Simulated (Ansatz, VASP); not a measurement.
## Two plane-wave programs on LiCaF3

```xyz
5
Lattice="3.7612 0.0000 0.0000 0.0000 3.7612 0.0000 0.0000 0.0000 3.7612" Properties=species:S:1:pos:R:3 pbc="T T T"
Li    1.8806    1.8806    1.8806
Ca    0.0000    0.0000    0.0000
F     0.0000    1.8806    1.8806
F     1.8806    1.8806    0.0000
F     1.8806    0.0000    1.8806
```

Alike in both runs: task relaxation of cell and atoms; functional PBE; k mesh 4 × 4 × 4; no spin polarisation.

|  | VASP | Ansatz |
| --- | --- | --- |
| version | VASP 6.6.1 | Ansatz 0.2.0 |
| potentials or method | VASP PAW PBE potentials, release 64 (Li_sv, Ca_sv, F), cutoff 600 eV | plane waves, PAW |
| occupations | gaussian, width 0.01 eV | fixed |
| valence electrons in the cell | 34 | 34 |

```csv
,VASP,Ansatz,Ansatz less VASP
relaxed volume (Å³/atom),10.61,10.64,+0.037
relaxed length of the cell vector where the two differ most in proportion (Å),3.757,3.761,+0.0043
```

Noted on VASP's run: the cutoff is under 1.25 times that of the potentials, so the pressure is a little rough.
